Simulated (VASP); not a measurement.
A run of VASP 6.6.1 is set up as follows.

INCAR

```
ALGO     = Normal         # electronic algorithm
EDIFF    = 1E-6           # SCF threshold, eV
ENCUT    = 520            # plane-wave cutoff, eV
GGA      = PE             # functional
ISIF     = 2              # what is computed and relaxed
ISMEAR   = -1             # smearing method
ISPIN    = 2              # spin polarisation
LASPH    = T              # aspherical terms in the spheres
LCHARG   = F              # write CHGCAR
LMAXMIX  = 4              # l up to which the mixer works
LORBIT   = 11             # projections on sites
LREAL    = F              # projectors in reciprocal space
LWAVE    = F              # write WAVECAR
MAGMOM   = 2 0            # initial moments
NBANDS   = 18             # bands
NELM     = 150            # most SCF steps
PREC     = Accurate       # precision mode
SIGMA    = 0.05           # smearing width, eV
```

File KPOINTS:

```
k-points
0
Gamma
  12 12 12
```

POSCAR

```
CoO
1.0
   -1.5027212182      1.5027212182      2.1221495669
    1.5027212182     -1.5027212182      2.1221495669
    1.5027212182      1.5027212182     -2.1221495669
Co O
1 1
Direct
    0.0000000000      0.0000000000      0.0000000000
    0.5000000000      0.5000000000      0.0000000000
```

Potentials or basis: VASP PAW PBE potentials, release 64 (Co, O).

Launch:

```bash
$ cat potpaw_PBE.64/Co/POTCAR potpaw_PBE.64/O/POTCAR > POTCAR
$ mpirun -np 1 vasp_std > vasp.out
```

(1) Predict the net moment.

(2) What does it give for the site moments?

(3) What does it give for the pressure?

## Answers

(1) 2.89 μB per cell.

(2) Co +2.54; O +0.29 μB.

(3) -0.6 GPa.

Caveat: a cell with one magnetic atom can't hold antiferromagnetic order, which such compounds often take.
